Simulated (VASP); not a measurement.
# Hg (Fm-3m) in VASP: notebook

Runs on Hg. Level: PBE. Tasks: single point.

Everything below comes from runs of VASP 6.6.1. Logs are shortened: lines on timing, memory, paths and dates and some standing lists are left out, and cuts for length are marked.

## (1) The cell of the first run

The structure is cubic, space group Fm-3m (No. 225). The conventional cell has a = 4.735 Å, b = 4.735 Å, c = 4.735 Å, α = 90.00°, β = 90.00°, γ = 90.00°. Within 4.4 Å of Hg (site symmetry m-3m) lie 12 Hg at 3.35 Å.

## (2) Single point, PBE (26.55 Å³/atom)

Contents of INCAR:

```
PREC     = Accurate       # precision mode
ENCUT    = 500            # plane-wave cutoff, eV
EDIFF    = 1E-6           # SCF threshold, eV
ISMEAR   = 0              # smearing method
SIGMA    = 0.05           # smearing width, eV
LREAL    = False          # projectors in reciprocal space
LASPH    = True           # aspherical terms in the spheres
NELM     = 120            # most SCF steps
ALGO     = Normal         # electronic algorithm
ISIF     = 2              # what is computed and relaxed
LWAVE    = False          # write WAVECAR
LCHARG   = False          # write CHGCAR
GGA      = PE             # functional
NBANDS   = 12             # bands
GGA_COMPAT= False
```

Contents of KPOINTS:

```
regular mesh
0
Gamma
  16 16 16
```

Contents of POSCAR:

```
Hg
1.0
    0.0000000000      2.3676587432      2.3676587432
    2.3676587432      0.0000000000      2.3676587432
    2.3676587432      2.3676587432      0.0000000000
Hg
1
Direct
    0.0000000000      0.0000000000      0.0000000000
```

Potentials or basis: VASP PAW PBE potentials, release 64 (Hg).

Run with:

```console
$ cat potpaw_PBE.64/Hg/POTCAR > POTCAR
$ mpirun -np 1 vasp_std > vasp.out
```

OUTCAR:

```text
PREC = Accurate
   ENCUT = 500
   EDIFF = 1E-6
   ISMEAR = 0
   LREAL = False
   LASPH = True
   NELM = 120
   ISIF = 2
   GGA = PE

 ion  position               nearest neighbor table
   1  0.000  0.000  0.000-

  LATTYP: Found a face centered cubic cell.
 ALAT       =     4.7353174864

  Lattice vectors:

 A1 = (   0.0000000000,   2.3676587432,   2.3676587432)
 A2 = (   2.3676587432,   0.0000000000,   2.3676587432)
 A3 = (   2.3676587432,   2.3676587432,   0.0000000000)

Analysis of symmetry for initial positions (statically):
=====================================================================
 Subroutine PRICEL returns:
 Original cell was already a primitive cell.

 Routine SETGRP: Setting up the symmetry group for a
 face centered cubic supercell.

 Subroutine GETGRP returns: Found 48 space group operations
 (whereof 48 operations were pure point group operations)
 out of a pool of 48 trial point group operations.

The static configuration has the point symmetry O_h .

Analysis of symmetry for dynamics (positions and initial velocities):
=====================================================================
 Subroutine PRICEL returns:
 Original cell was already a primitive cell.

 Routine SETGRP: Setting up the symmetry group for a
 face centered cubic supercell.

 Subroutine GETGRP returns: Found 48 space group operations
 (whereof 48 operations were pure point group operations)
 out of a pool of 48 trial point group operations.

The dynamic configuration has the point symmetry O_h .

 Subroutine INISYM returns: Found 48 space group operations
 (whereof 48 operations are pure point group operations),
 and found     1 'primitive' translations

----------------------------------------------------------------------------------------

                                     Primitive cell

  volume of cell :      26.5453

  direct lattice vectors                    reciprocal lattice vectors
     0.000000000  2.367658743  2.367658743    -0.211179082  0.211179082  0.211179082
     2.367658743  0.000000000  2.367658743     0.211179082 -0.211179082  0.211179082
     2.367658743  2.367658743  0.000000000     0.211179082  0.211179082 -0.211179082

  length of vectors
     3.348375106  3.348375106  3.348375106     0.365772900  0.365772900  0.365772900

  position of ions in fractional coordinates (direct lattice)
     0.000000000  0.000000000  0.000000000

  ion indices of the primitive-cell ions
   primitive index   ion index
                 1           1

----------------------------------------------------------------------------------------

 KPOINTS: regular mesh

Automatic generation of k-mesh.
 Grid dimensions read from file:
 generate k-points for:   16   16   16

 Generating k-lattice:

  Cartesian coordinates                     Fractional coordinates (reciprocal lattice)
    -0.013198693  0.013198693  0.013198693     0.062500000  0.000000000  0.000000000
     0.013198693 -0.013198693  0.013198693     0.000000000  0.062500000  0.000000000
     0.013198693  0.013198693 -0.013198693     0.000000000  0.000000000  0.062500000

  Length of vectors
     0.022860806  0.022860806  0.022860806

  Shift w.r.t. Gamma in fractional coordinates (k-lattice)
     0.000000000  0.000000000  0.000000000

 Subroutine IBZKPT returns following result:
 ===========================================

 Found    145 irreducible k-points:

 Following reciprocal coordinates:
            Coordinates               Weight
  0.000000  0.000000  0.000000      1.000000
  0.062500  0.000000  0.000000      8.000000
  0.125000  0.000000  0.000000      8.000000
  0.187500  0.000000  0.000000      8.000000
  0.250000  0.000000  0.000000      8.000000
  0.312500  0.000000  0.000000      8.000000
[... 16 lines left out ...]
 -0.125000  0.062500  0.000000     24.000000
 -0.062500  0.062500  0.000000     12.000000
 [... further k-points ...]
   k-points           NKPTS =    145   k-points in BZ     NKDIM =    145   number of bands    NBANDS=     12
   number of dos      NEDOS =    301   number of ions     NIONS =      1
   total plane-waves  NPLWV =  13824
   dimension x,y,z NGX =    24 NGY =   24 NGZ =   24
   dimension x,y,z NGXF=    48 NGYF=   48 NGZF=   48
   ions per type =               1
   NGX,Y,Z   is equivalent  to a cutoff of  11.92, 11.92, 11.92 a.u.
   NGXF,Y,Z  is equivalent  to a cutoff of  23.83, 23.83, 23.83 a.u.
 SYSTEM =  unknown system
   PREC   = accura    normal or accurate (medium, high low for compatibility)
   ISTART =      0    job   : 0-new  1-cont  2-samecut
   ICHARG =      2    charge: 1-file 2-atom 10-const
   ISPIN  =      1    spin polarized calculation?
   LNONCOLLINEAR =      F non collinear calculations
   LSORBIT =      F    spin-orbit coupling
   LASPH  =      T    aspherical Exc in radial PAW
   ENCUT  =  500.0 eV  36.75 Ry    6.06 a.u.   6.10  6.10  6.10*2*pi/ulx,y,z
   NELM   =    120;   NELMIN=  2; NELMDL= -5     # of ELM steps
   EDIFF  = 0.1E-05   stopping-criterion for ELM
   LREAL  =      F    real-space projection
   EDIFFG = 0.1E-04   stopping-criterion for IOM
   NSW    =      0    number of steps for IOM
   IBRION =     -1    ionic relax: 0-MD 1-quasi-New 2-CG
   NFREE  =      0    steps in history (QN), initial steepest desc. (CG)
   ISIF   =      2    stress and relaxation
   ISYM   =      2    0-nonsym 1-usesym 2-fastsym
   POTIM  = 0.5000    time-step for ionic-motion
   TEBEG  =    0.0;   TEEND  =   0.0 temperature during run
   PSTRESS=    0.0 pullay stress
   NELECT =      12.0000    total number of electrons
   NUPDOWN=      -1.0000    fix difference up-down
   EMIN   =  10.00;   EMAX   =-10.00  energy-range for DOS
   EFERMI =   0.00;   METHOD = LEGACY
   ISMEAR =     0;   SIGMA  =   0.05  broadening in eV -4-tet -1-fermi 0-gaus
   EFERMI_NEDOS =   21; number of points for ismear=-14 and -15
   IALGO  =     38    algorithm
   IMIX   =      4    mixing-type and parameters
     AMIX     =   0.40;   BMIX     =  1.00
     AMIX_MAG =   1.60;   BMIX_MAG =  1.00
  volume/ion in A,a.u.               =      26.55       179.14
  Fermi-wavevector in a.u.,A,eV,Ry     =   1.256433  2.374315 21.478496  1.578625
  Thomas-Fermi vector in A             =   2.390142
   LORBIT       =      0    0 simple, 1 ext, 2 COOP (PROOUT), +10 PAW based schemes
   GGA     = PE    functional components
   LHFCALC =     F    Hartree Fock is set to
   AEXX    =    0.0000 exact exchange contribution
   IVDW    =     0    specifies the selected vdW correction
   LEPSILON=     F    determine dielectric tensor
   LRPA    =     F    only Hartree local field effects (RPA)
 non-spin polarized calculation
 Gauss-broadening in eV      SIGMA  =   0.05
  energy-cutoff  :      500.00
  volume of cell :       26.55
 maximum number of plane-waves:       692
   NGX = 13   NGY = 13   NGZ = 13

 number of electron      12.0000001 magnetization

 Free energy of the ion-electron system (eV)
  ---------------------------------------------------
  ext. energy  EPLUGINS =         0.00000000
  ---------------------------------------------------
  free energy    TOTEN  =        -0.14989954 eV

  energy without entropy =       -0.14955661  energy(sigma->0) =       -0.14972808

 E-fermi :   1.6418     XC(G=0): -10.2159

 val. band max:        1.6115450125   @ k =  -0.3125   0.4375   0.1250
 cond. band min:       1.6442389111   @ k =  -0.4375   0.0625   0.0000
 fundamental gap:      0.0326938986
 Fermi energy:         1.6418025582

 k-point     1 :       0.0000    0.0000    0.0000
  band No.  band energies     occupation
      1      -6.2611      2.00000
      2      -4.7889      2.00000
      3      -4.7889      2.00000
      4      -4.7889      2.00000
      5      -4.2913      2.00000
      6      -4.2913      2.00000
      7      15.1933      0.00000
      8      15.5708      0.00000
      9      15.5708      0.00000
     10      15.5708      0.00000
     11      19.5255      0.00000
     12      20.4790      0.00000

 k-point     2 :       0.0625    0.0000    0.0000
  band No.  band energies     occupation
      1      -6.1708      2.00000
      2      -4.7972      2.00000
      3      -4.7709      2.00000
      4      -4.7709      2.00000
      5      -4.2959      2.00000
      6      -4.2959      2.00000
      7      14.4066      0.00000
      8      15.2691      0.00000
      9      15.4972      0.00000
     10      15.4972      0.00000
     11      19.6926      0.00000
     12      20.5751      0.00000

 k-point     3 :       0.1250    0.0000    0.0000
  band No.  band energies     occupation
      1      -5.9163      2.00000
      2      -4.8023      2.00000
      3      -4.7264      2.00000
      4      -4.7264      2.00000
      5      -4.3010      2.00000
      6      -4.3010      2.00000
      7      12.3328      0.00000
      8      15.2846      0.00000
      9      15.2846      0.00000
     10      15.3330      0.00000
     11      19.3429      0.00000
     12      20.6180      0.00000

 k-point     4 :       0.1875    0.0000    0.0000
  band No.  band energies     occupation
      1      -5.5894      2.00000
      2      -4.7036      2.00000
      3      -4.6857      2.00000
      4      -4.6857      2.00000
      5      -4.2795      2.00000
      6      -4.2795      2.00000
      7      10.1107      0.00000
      8      14.9543      0.00000
      9      14.9543      0.00000
     10      15.3515      0.00000
     11      18.8428      0.00000
     12      20.1401      0.00000

 k-point     5 :       0.2500    0.0000    0.0000
  band No.  band energies     occupation
      1      -5.4196      2.00000
      2      -4.6822      2.00000
      3      -4.6822      2.00000
      4      -4.2597      2.00000
      5      -4.2048      2.00000
      6      -4.2048      2.00000
      7       7.9250      0.00000
      8      14.5429      0.00000
      9      14.5429      0.00000
     10      15.2335      0.00000
     11      18.5009      0.00000
     12      19.5822      0.00000
[... 228 lines left out ...]
      1      -5.3527      2.00000
      2      -4.7040      2.00000
      3      -4.6649      2.00000
      4      -4.2987      2.00000
      5      -4.2476      2.00000
      6      -3.7867      2.00000
      7       7.2745      0.00000
      8      12.7311      0.00000
      9      15.1824      0.00000
     10      15.5572      0.00000
     11      17.9943      0.00000
     12      18.9220      0.00000

 k-point    22 :      -0.1875    0.0625    0.0000
  band No.  band energies     occupation
      1      -5.4346      2.00000
      2      -4.7545      2.00000
      3      -4.6562      2.00000
      4      -4.5822      2.00000
      5      -4.3351      2.00000
      6      -4.1319      2.00000
      7       9.4187      0.00000
      8      13.0675      0.00000
      9      15.7482      0.00000
     10      15.9018      0.00000
     11      18.0299      0.00000
     12      19.2835      0.00000

 k-point    23 :      -0.1250    0.0625    0.0000
  band No.  band energies     occupation
      1      -5.7311      2.00000
      2      -4.8344      2.00000
      3      -4.6961      2.00000
      4      -4.6655      2.00000
      5      -4.3502      2.00000
      6      -4.2404      2.00000
      7      11.6141      0.00000
      8      13.4888      0.00000
      9      15.8781      0.00000
     10      15.9904      0.00000
     11      18.5240      0.00000
     12      19.9533      0.00000

 k-point    24 :      -0.0625    0.0625    0.0000
  band No.  band energies     occupation
      1      -6.0241      2.00000
      2      -4.8197      2.00000
      3      -4.7471      2.00000
      4      -4.7270      2.00000
      5      -4.3247      2.00000
      6      -4.2771      2.00000
      7      13.6029      0.00000
      8      14.1186      0.00000
      9      15.6183      0.00000
     10      15.8651      0.00000
     11      19.2770      0.00000
     12      20.5146      0.00000

 [... further k-points ...]
[... 5 lines left out ...]
  --------------------------------------------------------------------------------------
  -------------------------------------------------------------------------------------
  Total        0.2656255      0.2656255      0.2656255     -0.0000000     -0.0000000     -0.0000000
  in kB       16.0321973     16.0321973     16.0321973     -0.0000000     -0.0000000     -0.0000000
  external PRESSURE =      16.0321973 kB  Pullay stress =       0.0000000 kB

 VOLUME and BASIS-vectors are now :
 -----------------------------------------------------------------------------
  energy-cutoff  :      500.00
  volume of cell :       26.55
      direct lattice vectors                 reciprocal lattice vectors
     0.000000000  2.367658743  2.367658743    -0.211179082  0.211179082  0.211179082
     2.367658743  0.000000000  2.367658743     0.211179082 -0.211179082  0.211179082
     2.367658743  2.367658743  0.000000000     0.211179082  0.211179082 -0.211179082

 POSITION                                       TOTAL-FORCE (eV/Angst)
 -----------------------------------------------------------------------------------
      0.00000      0.00000      0.00000        -0.000000     -0.000000      0.000000
 -----------------------------------------------------------------------------------
    total drift:                               -0.000000      0.000000     -0.000000

  FREE ENERGIE OF THE ION-ELECTRON SYSTEM (eV)
  ---------------------------------------------------
  free  energy   TOTEN  =        -0.1498995424 eV

  energy  without entropy=       -0.1495566129  energy(sigma->0) =       -0.14972808
```

Run time: 34 s. Hardware: 1 thread of Intel Xeon 8259CL, shared host; peak memory 0.17 GiB.

What came out:

```yaml
Free_energy: -0.1499 eV
Pressure: 1.6 GPa
Band_gap_on_the_k_mesh: zero (bands 6 and 7 overlap by 1.12 eV)
```

Caveat: spin-orbit coupling is left out, which moves the levels of the heavy elements.

## (3) Single point, PBE (29.41 Å³/atom)

This run uses another cell than the first one, of 29.41 Å³/atom.

Contents of INCAR:

```
  ALGO = Normal
  EDIFF = 1E-6
  ENCUT = 500
  GGA = PE
  GGA_COMPAT = False
  ISIF = 2
  ISMEAR = 0
  LASPH = True
  LCHARG = False
  LREAL = False
  LWAVE = False
  NBANDS = 12
  NELM = 120
  PREC = Accurate
  SIGMA = 0.05
```

Contents of KPOINTS:

```
k-points
0
Gamma
  16 16 16
```

Contents of POSCAR:

```
Hg
1.0
    0.0000000000      2.4498735208      2.4498735208
    2.4498735208      0.0000000000      2.4498735208
    2.4498735208      2.4498735208      0.0000000000
Hg
1
Direct
    0.0000000000      0.0000000000      0.0000000000
```

Potentials or basis: VASP PAW PBE potentials, release 64 (Hg).

Run with:

```console
$ cat potpaw_PBE.64/Hg/POTCAR > POTCAR
$ mpirun -np 1 vasp_std > vasp.out
```

Run time: 62 s. Hardware: 1 thread of Intel Xeon 8259CL, shared host; peak memory 0.19 GiB.

It converged, with:

- Free energy: -0.1671 eV
- Pressure: 0.4 GPa
- Band gap on the k mesh: zero (bands 6 and 7 overlap by 0.38 eV)

Levels at points of the mesh, in eV from the Fermi level:
| k point | band 3 | band 4 | band 5 | band 6 | band 7 | band 8 | band 9 | band 10 |
| --- | --- | --- | --- | --- | --- | --- | --- | --- |
| (0.00, 0.00, 0.00) | -6.03 | -6.03 | -5.63 | -5.63 | 13.16 | 13.16 | 13.16 | 13.44 |
| (0.50, 0.00, 0.00) | -6.03 | -5.29 | -5.29 | -1.62 | -0.35 | 11.10 | 11.10 | 12.75 |
| (0.50, 0.50, 0.00) | -5.31 | -5.20 | -5.20 | 0.03 | 0.79 | 6.76 | 6.76 | 10.35 |

Caveat: spin-orbit coupling is left out, which moves the levels of the heavy elements.

## (4) Single point, PBE (30.68 Å³/atom)

This run uses another cell than the first one, of 30.68 Å³/atom.

Contents of INCAR:

```
SYSTEM = Hg
PREC = Accurate
ENCUT = 500
EDIFF = 1E-6
ISMEAR = 0
SIGMA = 0.05
LREAL = .False.
LASPH = .True.
NELM = 120
ALGO = Normal
ISIF = 2
LWAVE = .False.
LCHARG = .True.
GGA = PE
LELF = .True.
LVHAR = .True.
NBANDS = 12
GGA_COMPAT = .False.
```

Contents of KPOINTS:

```
regular mesh
0
Gamma
  16 16 16
  0 0 0
```

Contents of POSCAR:

```
Hg
1.0
    0.0000000000      2.4848144786      2.4848144786
    2.4848144786      0.0000000000      2.4848144786
    2.4848144786      2.4848144786      0.0000000000
Hg
1
Direct
    0.0000000000      0.0000000000      0.0000000000
```

Run with:

```console
$ cat potpaw_PBE.64/Hg/POTCAR > POTCAR
$ mpirun -np 1 vasp_std > vasp.out
```

Run time: 71 s. Hardware: 1 thread of Intel Xeon 8259CL, shared host; peak memory 0.19 GiB.

Results (log left out):

```yaml
Free_energy: -0.1720 eV
Pressure: 0.5 GPa
Band_gap_on_the_k_mesh: zero (bands 6 and 7 overlap by 0.09 eV)
```

Levels at points of the mesh, in eV from the Fermi level:
```tsv
k point	band 4	band 5	band 6	band 7	band 8	band 9
(0.00, 0.00, 0.00)	-5.87	-5.51	-5.51	12.84	12.84	12.84
(0.50, 0.00, 0.00)	-5.20	-5.20	-1.61	-0.14	10.85	10.85
(0.50, 0.50, 0.00)	-5.11	-5.11	-0.04	0.95	6.70	6.70
```

Caveat: spin-orbit coupling is left out, which moves the levels of the heavy elements.

## (5) Single point, PBE (32.22 Å³/atom)

This run uses another cell than the first one, of 32.22 Å³/atom.

Contents of INCAR:

```
ALGO = Normal ; EDIFF = 1E-6
ENCUT = 500 ; GGA = PE
GGA_COMPAT = F ; ISIF = 2
ISMEAR = 0 ; LASPH = T
LCHARG = F ; LREAL = F
LWAVE = F ; NBANDS = 12
NELM = 120 ; PREC = Accurate
SIGMA = 0.05
```

Contents of KPOINTS:

```
k-points
0
Gamma
  16 16 16
```

Contents of POSCAR:

```
Hg
1.0
    0.0000000000      2.5255563834      2.5255563834
    2.5255563834      0.0000000000      2.5255563834
    2.5255563834      2.5255563834      0.0000000000
Hg
1
Direct
    0.0000000000      0.0000000000      0.0000000000
```

Run with:

```console
$ cat potpaw_PBE.64/Hg/POTCAR > POTCAR
$ mpirun -np 1 vasp_std > vasp.out
```

Wall time 71 s (1 thread of Intel Xeon 8259CL, shared host); peak memory 0.19 GiB.

It converged, with:

| Quantity | Value |
| --- | --- |
| Free energy | -0.1752 eV |
| Pressure | 0.1 GPa |

Levels at points of the mesh, in eV from the Fermi level:
| k point | band 3 | band 4 | band 5 | band 6 | band 7 | band 8 | band 9 | band 10 |
| --- | --- | --- | --- | --- | --- | --- | --- | --- |
| (0.00, 0.00, 0.00) | -5.72 | -5.72 | -5.39 | -5.39 | 12.48 | 12.48 | 12.48 | 13.32 |
| (0.50, 0.00, 0.00) | -5.71 | -5.11 | -5.11 | -1.61 | 0.10 | 10.58 | 10.58 | 12.65 |
| (0.50, 0.50, 0.00) | -5.13 | -5.03 | -5.03 | -0.12 | 1.13 | 6.64 | 6.64 | 9.96 |

Caveat: spin-orbit coupling is left out, which moves the levels of the heavy elements.

(Part 1 of 2 ends here.)

The gap in the log of VASP goes by the Fermi energy; the results here count the filled bands.